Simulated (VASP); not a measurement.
A run of VASP 6.6.1:

INCAR

```
PREC = Accurate
ENCUT = 600
EDIFF = 1E-6
ISMEAR = -1
SIGMA = 0.05
LREAL = F
LASPH = T
NELM = 100
ALGO = Normal
ISIF = 3
LWAVE = F
LCHARG = F
IBRION = 2
NSW = 60
EDIFFG = -0.005
PSTRESS = 170.0
```

The input KPOINTS:

```
regular mesh
0
Gamma
  15 15 15
```

File POSCAR:

```
Ti
1.0
    2.4778332949      0.0000000000      0.0000000000
    0.0000000000      2.4778332949      0.0000000000
    0.0000000000      0.0000000000      2.4778332949
Ti
1
Direct
    0.0000000000      0.0000000000      0.0000000000
```

Potentials or basis: VASP PAW LDA potentials, release 64 (Ti_sv).

Run with:

```sh
$ cat potpaw_LDA.64/Ti_sv/POTCAR > POTCAR
$ mpirun -np 1 vasp_std > vasp.out
```

Hardware: 1 thread of Intel(R) Xeon(R) 6975P-C (Granite Rapids), on a shared host.

Problem. How long does it take, and how much memory?

Solution. It took 16 s on 1 thread of Intel(R) Xeon(R) 6975P-C (Granite Rapids) (shared host), peak memory 0.13 GiB. Counts: scf iterations 31, k points 120, ion steps 3.
